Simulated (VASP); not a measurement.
A run of VASP 6.6.1 is set up as follows.

INCAR

```
SYSTEM = Dy2H
PREC = Accurate
ENCUT = 500
EDIFF = 1E-6
ISMEAR = 0
SIGMA = 0.2
LREAL = .FALSE.
LASPH = .TRUE.
NELM = 200
ALGO = Normal
ISIF = 2
LWAVE = .FALSE.
LCHARG = .FALSE.
GGA = PE
NBANDS = 50
GGA_COMPAT = .FALSE.
LMAXMIX = 6
```

KPOINTS

```
Automatic mesh
0
G
  6 6 1
  0 0 0
```

File POSCAR:

```
Dy2H
1.0
    3.7211861291      0.0000000000      0.0000000000
   -1.8605930645      3.2226417200      0.0000000000
    0.0000000000      0.0000000000     22.1648952777
Dy H
8 4
Direct
    0.0000000000      0.0000000000      0.0000000000
    0.0000000000      0.0000000000      0.5000000000
    0.0000000000      0.0000000000      0.2500000000
    0.0000000000      0.0000000000      0.7500000000
    0.3333333333      0.6666666667      0.3750000000
    0.3333333333      0.6666666667      0.8750000000
    0.6666666667      0.3333333333      0.1250000000
    0.6666666667      0.3333333333      0.6250000000
    0.0000000000      0.0000000000      0.1250000000
    0.0000000000      0.0000000000      0.6250000000
    0.0000000000      0.0000000000      0.3750000000
    0.0000000000      0.0000000000      0.8750000000
```

Potentials or basis: VASP PAW PBE potentials, release 64 (Dy_3, H), 4f in core.

Launch:

```sh
$ cat potpaw_PBE.64/Dy_3/POTCAR potpaw_PBE.64/H/POTCAR > POTCAR
$ mpirun -np 1 vasp_std > vasp.out
```

(1) What does it give for the band gap on the k mesh?

(2) Predict the pressure.

Results:

(1) zero (bands 38 and 39 overlap by 1.55 eV).

(2) 0.4 GPa.

Caveat: spin-orbit coupling is left out, which moves the levels of the heavy elements; the 4f electrons are frozen in the core, so they carry no moment and show no levels.
